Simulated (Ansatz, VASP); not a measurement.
## TaN: VASP beside Ansatz

```
CELL_PARAMETERS angstrom
2.96632 0.00000 0.00000
-1.48316 2.56891 0.00000
0.00000 0.00000 5.86002
ATOMIC_POSITIONS crystal
Ta 0.95085 0.00000 0.00000
Ta 0.04915 0.00000 0.50000
N 0.33333 0.66667 0.25000
N 0.66667 0.33333 0.75000
```

Change from the starting cell: mode 4 frozen in at -0.142 Å, equal normal strain along x and y +0.0267.

Alike in both runs: task single point; functional PBEsol; k mesh 15 × 15 × 8; occupations gaussian, width 0.15 eV; no spin polarisation.

|  | VASP | Ansatz |
| --- | --- | --- |
| version | VASP 6.6.1 | Ansatz 0.2.0 |
| potentials or method | VASP PAW PBE potentials, release 64 (Ta_pv, N), cutoff 520 eV | scalar-relativistic, plane waves, PAW |
| valence electrons in the cell | 32 | 36 |

```tsv
	VASP	Ansatz	Ansatz less VASP
gap on the k mesh at the Fermi level (eV)	none	none	-
pressure (GPa)	-12.0	-12.8	-0.78
traceless stress, the component that is largest in VASP (GPa)	9.11	9.00	-0.116
rms of the force components (eV/Å)	0.707	0.703	-0.0047
```

VASP's potentials were made for PBE, not for PBEsol, and Ansatz warns of the same on its side. Atom by atom the forces differ by 0.005 eV/Å (rms over components). A gap of «none» marks a metal or a gap that the smearing closes. VASP's potentials hold 32 valence electrons a cell and Ansatz's 36, so a difference there can come from the potentials and not from the codes.

Neither program's run includes spin-orbit coupling.
